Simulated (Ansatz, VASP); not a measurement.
**Ti: VASP beside Ansatz**

```
CELL_PARAMETERS angstrom
0.00000 2.09090 2.09090
2.09090 0.00000 2.09090
2.09090 2.09090 0.00000
ATOMIC_POSITIONS crystal
Ti 0.00000 0.00000 0.00000
```

Change from the starting cell: strain +0.030 along x and y, +0.030 along z, atoms carried along.

Alike in both runs: task single point; functional r2SCAN; k mesh 20 × 20 × 20; occupations gaussian, width 0.15 eV; no spin polarisation.

|  | VASP | Ansatz |
| --- | --- | --- |
| version | VASP 6.6.1 | Ansatz 0.2.0 |
| potentials or method | VASP PAW PBE potentials, release 64 (Ti_sv), cutoff 520 eV | scalar-relativistic, plane waves, PAW |
| valence electrons in the cell | 12 | 12 |

```csv
,VASP,Ansatz,Ansatz less VASP
gap on the k mesh at the Fermi level (eV),none,none,-
pressure (GPa),-4.9,-5.3,-0.35
```

VASP's potentials were made for PBE, not for r2SCAN. A gap of «none» marks a metal or a gap that the smearing closes. The functional is the same, so the differences come from potentials, cutoffs and numerics.
